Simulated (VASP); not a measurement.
## PbSe: single point with PBE

PbSe:

```
Pb Se
1.0
     2.13361   -3.69552    0.00000
    -6.40083   -3.69552    0.00000
     0.00000    0.00000   -7.92769
Pb Se
4 4
Direct
  0.00000 0.66667 0.77214
  0.50000 0.16667 0.77214
  0.50000 0.83333 0.27214
  0.00000 0.33333 0.27214
  0.00000 0.00000 0.47801
  0.50000 0.50000 0.47801
  0.00000 0.00000 0.97801
  0.50000 0.50000 0.97801
```

```yaml
Program: VASP 6.6.1
Task: single point
Functional: PBE
Potentials_or_basis: VASP PAW PBE potentials, release 64 (Pb_d, Se)
Cutoff: 520 eV
k_mesh: 4 × 2 × 2
Occupations: gaussian, width 0.1 eV
Spin: no spin polarisation
```

```
Pressure               : 0.1 GPa
Largest force          : 0.109 eV/Å
Band gap on the k mesh : 0.72 eV
```

Forces on the atoms (eV/Å):
```
Pb   0.005  0.003 -0.108
Pb   0.005  0.003 -0.108
Pb  -0.005 -0.003 -0.108
Pb  -0.005 -0.003 -0.108
Se  -0.007 -0.004  0.108
Se  -0.007 -0.004  0.108
Se   0.007  0.004  0.108
Se   0.007  0.004  0.108
```

Stress tensor (GPa, compression positive):
```
 0.03 -0.07  0.00
-0.07  0.11  0.00
 0.00  0.00  0.29
```

Levels at points of the mesh, in eV from the valence-band top:
```csv
k point,band 38,band 39,band 40,band 41,band 42,band 43
"(0.00, 0.00, 0.00)",-0.56,-0.01,0.00,0.72,1.67,1.95
"(0.50, 0.00, 0.00)",-1.22,-0.59,-0.59,1.60,1.60,3.04
"(0.00, 0.50, 0.00)",-0.83,-0.43,-0.43,1.94,1.94,2.97
"(0.50, 0.50, 0.00)",-0.67,-0.01,-0.01,0.72,0.72,1.95
"(0.00, 0.00, 0.50)",-0.86,-0.86,-0.86,2.34,2.34,3.13
"(0.50, 0.00, 0.50)",-0.59,-0.59,-0.59,2.07,2.07,2.07
"(0.00, 0.50, 0.50)",-0.40,-0.40,-0.40,2.19,2.19,2.19
"(0.50, 0.50, 0.50)",-1.58,-1.58,-1.58,2.34,2.34,2.34
```

It took 83 s on 1 thread of Intel(R) Xeon(R) 6975P-C (Granite Rapids) (shared host), peak memory 0.37 GiB.

Caveat: the k points lie up to 0.43 Å⁻¹ apart; spin-orbit coupling is left out, which moves the levels of the heavy elements. A k mesh can miss the band edges.
